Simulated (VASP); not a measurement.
# SrVO3 (Pm-3m) in VASP: density of states with PBE

Aim: the density of states of SrVO3 with PBE.

Program: VASP 6.6.1. These are calculated values, not measurements. Logs are shortened: lines on timing, memory, paths and dates and some standing lists are left out, and cuts for length are marked.

## 1. The cell of the first run

Symmetry: Pm-3m, No. 221, cubic system. Conventional cell: a = 3.858 Å, b = 3.858 Å, c = 3.858 Å, α = 90.00°, β = 90.00°, γ = 90.00°. Sr (site symmetry m-3m) has 12 O at 2.73 Å and 8 V at 3.34 Å within 3.6 Å. Within 2.6 Å of V (site symmetry m-3m) lie 6 O at 1.93 Å. Within 2.6 Å of O (site symmetry 4/mmm) lie 2 V at 1.93 Å.

## 2. Density of states, PBE, collinear spin, ferromagnetic start

File POSCAR:

```
SrVO3
1.0
    3.8579762213      0.0000000000      0.0000000000
    0.0000000000      3.8579762213      0.0000000000
    0.0000000000      0.0000000000      3.8579762213
Sr V O
1 1 3
Direct
    0.5000000000      0.5000000000      0.5000000000
    0.0000000000      0.0000000000      0.0000000000
    0.5000000000      0.0000000000      0.0000000000
    0.0000000000      0.5000000000      0.0000000000
    0.0000000000      0.0000000000      0.5000000000
```

File INCAR.step1:

```
SYSTEM = SrVO3
PREC     = Accurate       ! precision mode
ENCUT    = 520            ! plane-wave cutoff, eV
EDIFF    = 1E-6           ! SCF threshold, eV
ISMEAR   = 0              ! smearing method
SIGMA    = 0.05           ! smearing width, eV
LREAL    = .False.        ! projectors in reciprocal space
LASPH    = .True.         ! aspherical terms in the spheres
NELM     = 150            ! most SCF steps
ALGO     = Normal         ! electronic algorithm
ISIF     = 2              ! what is computed and relaxed
LWAVE    = .False.        ! write WAVECAR
LCHARG   = .True.         ! write CHGCAR
ISPIN    = 2              ! spin polarisation
MAGMOM   = 0 0.13 0 0 0   ! initial moments
LMAXMIX  = 4              ! l up to which the mixer works
GGA      = PE             ! functional
NBANDS   = 32             ! bands
```

File KPOINTS.step1:

```
regular mesh
0
Gamma
  8 8 8
  0 0 0
```

File INCAR.step2:

```
SYSTEM = SrVO3
PREC     = Accurate       ! precision mode
ENCUT    = 520            ! plane-wave cutoff, eV
EDIFF    = 1E-6           ! SCF threshold, eV
ISMEAR   = -5             ! smearing method
SIGMA    = 0.05           ! smearing width, eV
LREAL    = .False.        ! projectors in reciprocal space
LASPH    = .True.         ! aspherical terms in the spheres
NELM     = 150            ! most SCF steps
ALGO     = Normal         ! electronic algorithm
ISIF     = 2              ! what is computed and relaxed
LWAVE    = .False.        ! write WAVECAR
LCHARG   = .False.        ! write CHGCAR
ISPIN    = 2              ! spin polarisation
MAGMOM   = 0 0.13 0 0 0   ! initial moments
LORBIT   = 11             ! projections on sites
LMAXMIX  = 4              ! l up to which the mixer works
GGA      = PE             ! functional
NEDOS    = 2001           ! points of the DOS
ICHARG   = 11             ! starting density
```

File KPOINTS.step2:

```
regular mesh
0
Gamma
  12 12 12
  0 0 0
```

Potentials or basis: VASP PAW PBE potentials, release 64 (Sr_sv, V_sv, O).

Started as:

```bash
$ cat potpaw_PBE.64/Sr_sv/POTCAR potpaw_PBE.64/V_sv/POTCAR potpaw_PBE.64/O/POTCAR > POTCAR
$ cp INCAR.step1 INCAR
$ cp KPOINTS.step1 KPOINTS
$ mpirun -np 1 vasp_std > vasp.out
$ cp INCAR.step2 INCAR
$ cp KPOINTS.step2 KPOINTS
$ mpirun -np 1 vasp_std > vasp.out
```

OUTCAR:

```text
SYSTEM = SrVO3
   PREC = Accurate
   ENCUT = 520
   EDIFF = 1E-6
   ISMEAR = -5
   LREAL = .False.
   LASPH = .True.
   NELM = 150
   ISIF = 2
   ISPIN = 2
   LORBIT = 11
   GGA = PE
   ICHARG = 11

 ion  position               nearest neighbor table
   1  0.500  0.500  0.500-   3 2.73   4 2.73   5 2.73   3 2.73   4 2.73   3 2.73   5 2.73   3 2.73
                             4 2.73   5 2.73   4 2.73   5 2.73   2 3.34   2 3.34   2 3.34   2 3.34
   2  0.000  0.000  0.000-   3 1.93   4 1.93   5 1.93   5 1.93   4 1.93   3 1.93   1 3.34   1 3.34
                             1 3.34   1 3.34   1 3.34   1 3.34   1 3.34   1 3.34
   3  0.500  0.000  0.000-   2 1.93   2 1.93   1 2.73   1 2.73   1 2.73   1 2.73
   4  0.000  0.500  0.000-   2 1.93   2 1.93   1 2.73   1 2.73   1 2.73   1 2.73
   5  0.000  0.000  0.500-   2 1.93   2 1.93   1 2.73   1 2.73   1 2.73   1 2.73

  LATTYP: Found a simple cubic cell.
 ALAT       =     3.8579762213

  Lattice vectors:

 A1 = (   3.8579762213,   0.0000000000,   0.0000000000)
 A2 = (   0.0000000000,   3.8579762213,   0.0000000000)
 A3 = (   0.0000000000,   0.0000000000,   3.8579762213)

Analysis of symmetry for initial positions (statically):
=====================================================================
 Subroutine PRICEL returns:
 Original cell was already a primitive cell.

 Routine SETGRP: Setting up the symmetry group for a
 simple cubic supercell.

 Subroutine GETGRP returns: Found 48 space group operations
 (whereof 48 operations were pure point group operations)
 out of a pool of 48 trial point group operations.

The static configuration has the point symmetry O_h .

Analysis of symmetry for dynamics (positions and initial velocities):
=====================================================================
 Subroutine PRICEL returns:
 Original cell was already a primitive cell.

 Routine SETGRP: Setting up the symmetry group for a
 simple cubic supercell.

 Subroutine GETGRP returns: Found 48 space group operations
 (whereof 48 operations were pure point group operations)
 out of a pool of 48 trial point group operations.

The dynamic configuration has the point symmetry O_h .

Analysis of structural, dynamic, and magnetic symmetry:
=====================================================================
 Subroutine PRICEL returns:
 Original cell was already a primitive cell.

 Routine SETGRP: Setting up the symmetry group for a
 simple cubic supercell.

 Subroutine GETGRP returns: Found 48 space group operations
 (whereof 48 operations were pure point group operations)
 out of a pool of 48 trial point group operations.
[... 140 lines left out ...]
 spin polarized calculation
 Fermi weights with tetrahedron method with Bloechl corrections
  energy-cutoff  :      520.00
  volume of cell :       57.42
 maximum number of plane-waves:      1568
 NGX is ok and might be reduce to    30

 number of electron      41.0000018 magnetization       0.1542742

 Free energy of the ion-electron system (eV)
  ---------------------------------------------------
  ext. energy  EPLUGINS =         0.00000000
  ---------------------------------------------------
  free energy    TOTEN  =       -39.27952163 eV

  energy without entropy =      -39.27952163  energy(sigma->0) =      -39.27952163

 E-fermi :   6.1810     XC(G=0): -11.5022

 val. band max:        6.1817977640   @ k =   0.2500   0.2500   0.0000
 cond. band min:       6.1759671530   @ k =   0.1667   0.1667   0.0000
 fundamental gap:     -0.0058306110
 Fermi energy:         6.1809871177

 spin component 1

 k-point     1 :       0.0000    0.0000    0.0000
  band No.  band energies     occupation
      1     -59.7824      1.00000
      2     -33.6093      1.00000
      3     -33.6093      1.00000
      4     -33.6093      1.00000
      5     -28.4128      1.00000
      6     -13.5296      1.00000
[... 637 lines left out ...]
     23       7.1356      0.00000
     24       8.2699      0.00000

 [... further k-points ...]

 spin component 2

 k-point     1 :       0.0000    0.0000    0.0000
  band No.  band energies     occupation
      1     -59.6301      1.00000
      2     -33.4600      1.00000
      3     -33.4600      1.00000
      4     -33.4600      1.00000
      5     -28.4129      1.00000
      6     -13.5237      1.00000
[... 637 lines left out ...]
     23       7.2909      0.00000
     24       8.3435      0.00000

 [... further k-points ...]

------------------------ aborting loop because EDIFF is reached ----------------------------------------

  FORCE on cell =-STRESS in cart. coord.  units (eV):
  Direction    XX          YY          ZZ          XY          YZ          ZX
  --------------------------------------------------------------------------------------
  -------------------------------------------------------------------------------------
  Total        0.2813445      0.2813445      0.2813445     -0.0000000     -0.0000000     -0.0000000
  in kB        7.8500139      7.8500139      7.8500139     -0.0000000     -0.0000000     -0.0000000
  external PRESSURE =       7.8500139 kB  Pullay stress =       0.0000000 kB

 VOLUME and BASIS-vectors are now :
 -----------------------------------------------------------------------------
  energy-cutoff  :      520.00
  volume of cell :       57.42
      direct lattice vectors                 reciprocal lattice vectors
     3.857976221  0.000000000  0.000000000     0.259203256  0.000000000  0.000000000
     0.000000000  3.857976221  0.000000000     0.000000000  0.259203256  0.000000000
     0.000000000  0.000000000  3.857976221     0.000000000  0.000000000  0.259203256

 POSITION                                       TOTAL-FORCE (eV/Angst)
 -----------------------------------------------------------------------------------
      1.92899      1.92899      1.92899         0.000000      0.000000      0.000000
      0.00000      0.00000      0.00000         0.000000      0.000000      0.000000
      1.92899      0.00000      0.00000         0.000000      0.000000      0.000000
      0.00000      1.92899      0.00000         0.000000      0.000000      0.000000
      0.00000      0.00000      1.92899         0.000000      0.000000      0.000000
 -----------------------------------------------------------------------------------
    total drift:                                0.000000     -0.000000      0.000000

  FREE ENERGIE OF THE ION-ELECTRON SYSTEM (eV)
  ---------------------------------------------------
  free  energy   TOTEN  =       -39.2795216283 eV

  energy  without entropy=      -39.2795216283  energy(sigma->0) =      -39.27952163

 total charge

# of ion       s       p       d       tot
------------------------------------------
    1        1.999   5.800   0.213   8.012
    2        2.281   6.339   2.939  11.558
    3        1.564   3.475   0.000   5.039
    4        1.564   3.475   0.000   5.039
    5        1.564   3.475   0.000   5.039
--------------------------------------------------
tot          8.971  22.565   3.152  34.688

 magnetization (x)

# of ion       s       p       d       tot
------------------------------------------
    1       -0.000  -0.000   0.000  -0.000
    2        0.001   0.001   0.118   0.120
    3       -0.000  -0.002   0.000  -0.002
    4       -0.000  -0.002   0.000  -0.002
    5       -0.000  -0.002   0.000  -0.002
--------------------------------------------------
tot          0.001  -0.004   0.118   0.115
```

Run time: 4.3 min. Hardware: 1 thread of Intel Xeon Platinum 8259CL at 2.50GHz (Skylake/Cascade Lake), shared host; peak memory 0.32 GiB.

What came out:

```yaml
Net_moment: 0.15 μB per cell
Site_moments: Sr -0.00; V +0.12; O -0.00 μB
Valence_electrons_inside_the_program's_atomic_spheres: Sr 8.01; V 11.56; O 5.04
```

Caveat: semilocal functionals often make such compounds metallic where correlation or magnetic order opens a gap, which also shifts bond lengths; tetrahedron occupations give inexact forces and stress in metals.
